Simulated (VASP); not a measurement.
Set up this calculation in VASP 6.6.1, as the native input.

* Task: single point
* Functional: PBE
* Potentials or basis: VASP PAW PBE potentials, release 64 (Sm_3, Mg, Al), 4f in core
* Cutoff: 600 eV
* k mesh: 4 × 4 × 2
* Occupations: gaussian, width 0.1 eV
* Spin: no spin polarisation
* Dipole correction: no
* Mended: yes
* Further INCAR settings: ALGO = Normal; EDIFF = 1e-06; NBANDS = 18

The structure of SmMg3Al lies in POSCAR:

```
SmMg3Al
1.0
    3.8432761100      0.0000000000      0.0000000000
    0.0000000000      3.8432761100      0.0000000000
    0.0000000000      0.0000000000      7.8786730700
Sm Mg Al
1 3 1
Direct
    0.0000000000      0.0000000000      0.0000000000
    0.0000000000      0.0000000000      0.3666724000
    0.0000000000      0.0000000000      0.6333276000
    0.5000000000      0.5000000000      0.5000000000
    0.5000000000      0.5000000000      0.0000000000
```

The cell was built from a structure type or drawn by symmetry, and may not be a known phase.

These files were run (other wordings do the same):

INCAR

```
SYSTEM = SmMg3Al
ALGO = Normal
EDIFF = 1E-6
ENCUT = 600
GGA = PE
GGA_COMPAT = .FALSE.
ISIF = 2
ISMEAR = 0
LASPH = .TRUE.
LCHARG = .FALSE.
LMAXMIX = 6
LREAL = .FALSE.
LWAVE = .FALSE.
NBANDS = 18
NELM = 200
PREC = Accurate
SIGMA = 0.1
```

KPOINTS

```
k-points
0
G
  4 4 2
  0 0 0
```

Potentials or basis: VASP PAW PBE potentials, release 64 (Sm_3, Mg, Al), 4f in core.

Launch:

```console
$ cat potpaw_PBE.64/Sm_3/POTCAR potpaw_PBE.64/Mg/POTCAR potpaw_PBE.64/Al/POTCAR > POTCAR
$ mpirun -np 1 vasp_std > vasp.out
```

Results of the run:

The pressure is 14.3 GPa. The largest force is 4.677 eV/Å and the band gap on the k mesh is zero (bands 10 and 11 overlap by 2.58 eV).

Caveat: the k points lie up to 0.41 Å⁻¹ apart, too coarse for converged energies and pressures of a metal; spin-orbit coupling is left out, which moves the levels of the heavy elements; the 4f electrons are frozen in the core, so they carry no moment and show no levels; forces of over 1 eV/Å act on the atoms, so gaps and moduli don't describe the material at rest.

Wall time 14 s on 1 thread of Intel(R) Xeon(R) 6975P-C (Granite Rapids), on a shared host, peak memory 0.25 GiB.
